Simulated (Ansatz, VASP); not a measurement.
# Two plane-wave programs on SnTe

Contents of INCAR:

```
ALGO = Normal
EDIFF = 1E-7
ENCUT = 520
GGA = PE
ISIF = 2
ISMEAR = 0
LASPH = True
LCHARG = False
LREAL = False
LWAVE = False
NBANDS = 17
NELM = 100
PREC = Accurate
SIGMA = 0.01
```

The input KPOINTS:

```
k-points
0
Gamma
  10 10 10
```

POSCAR

```
SnTe
1.0
    0.0000000000      3.1740960811      3.1740960811
    3.1740960811      0.0000000000      3.1740960811
    3.1740960811      3.1740960811      0.0000000000
Sn Te
1 1
Direct
    0.0000000000      0.0000000000      0.0000000000
    0.5000000000      0.5000000000      0.5000000000
```

Input for Ansatz:

```yaml
crystal:
  lattice:
    - [0.0, 3.1740960882, 3.1740960882]
    - [3.1740960882, 0.0, 3.1740960882]
    - [3.1740960882, 3.1740960882, 0.0]
  atoms:
    - { symbol: Sn, position: [0.0, 0.0, 0.0] }
    - { symbol: Te, position: [0.5, 0.5, 0.5] }
basis:
  ecutwfc: 420
kpoints:
  mp_grid: { grid: [10, 10, 10] }
hamiltonian:
  xc: pbe
scf:
  occupations: { method: gaussian, width: 0.01 }
output:
  forces: true
  stress: true
  eigenvalues: true
```

Alike in both runs: task single point; functional PBE; k mesh 10 × 10 × 10; occupations gaussian, width 0.01 eV; no spin polarisation.

|  | VASP | Ansatz |
| --- | --- | --- |
| version | VASP 6.6.1 | Ansatz 0.2.0 |
| potentials or method | VASP PAW PBE potentials, release 64 (Sn_d, Te), cutoff 520 eV | scalar-relativistic, plane waves, PAW |
| valence electrons in the cell | 20 | 30 |

|  | VASP | Ansatz | Ansatz less VASP |
| --- | --- | --- | --- |
| gap on the k mesh at the Fermi level (eV) | 0.03 | 0.03 | -0.001 |
| least direct gap on the mesh (eV) | 0.03 | 0.03 | -0.001 |
| pressure (GPa) | 1.2 | 1.2 | +0.02 |

With one functional, cell and mesh, what is left measures potentials, basis and numerics. VASP's potentials hold 20 valence electrons a cell and Ansatz's 30, so a difference there can come from the potentials and not from the codes.

Spin-orbit coupling is off throughout.
